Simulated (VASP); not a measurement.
A run of VASP 6.6.1 is set up as follows.

Contents of POSCAR:

```
W
1.0
   -1.4114188381      1.4114188381      1.9957462371
    1.4114188381     -1.4114188381      1.9957462371
    1.4114188381      1.4114188381     -1.9957462371
W
1
Direct
    0.0000000000      0.0000000000      0.0000000000
```

Contents of INCAR.step1:

```
SYSTEM = W
ALGO = Normal ; EDIFF = 1E-4
ENCUT = 520 ; GGA = PE
ISMEAR = 0 ; LASPH = .TRUE.
LCHARG = .FALSE. ; LREAL = .FALSE.
LUSENCCL = .FALSE. ; LWAVE = .TRUE.
NBANDS = 13 ; NELM = 80
PREC = Accurate ; SIGMA = 0.15
```

File INCAR.step2:

```
SYSTEM = W
ALGO = Normal ; EDIFF = 1E-7
ENCUT = 520 ; ISIF = 2
ISMEAR = 0 ; ISTART = 1
LASPH = .TRUE. ; LCHARG = .FALSE.
LMIXTAU = .TRUE. ; LREAL = .FALSE.
LUSENCCL = .FALSE. ; LWAVE = .FALSE.
METAGGA = R2SCAN ; NBANDS = 13
NELM = 80 ; PREC = Accurate
SIGMA = 0.15
```

The input KPOINTS:

```
k-points
0
G
  30 30 30
  0 0 0
```

Potentials or basis: VASP PAW PBE potentials, release 64 (W_sv).

Command:

```console
$ cat potpaw_PBE.64/W_sv/POTCAR > POTCAR
$ cp INCAR.step1 INCAR
$ mpirun -np 1 vasp_std > vasp.out
$ cp INCAR.step2 INCAR
$ mpirun -np 1 vasp_std > vasp.out
```

(1) Predict the pressure.

(2) What does it give for the band gap on the k mesh?

## Answers

(1) 7.1 GPa.

(2) zero (bands 7 and 8 overlap by 3.83 eV).

Caveat: the cell stands under pressure; the PAW data sets were made with another functional, which shifts forces and pressure a little; spin-orbit coupling is left out, which moves the levels of the heavy elements.
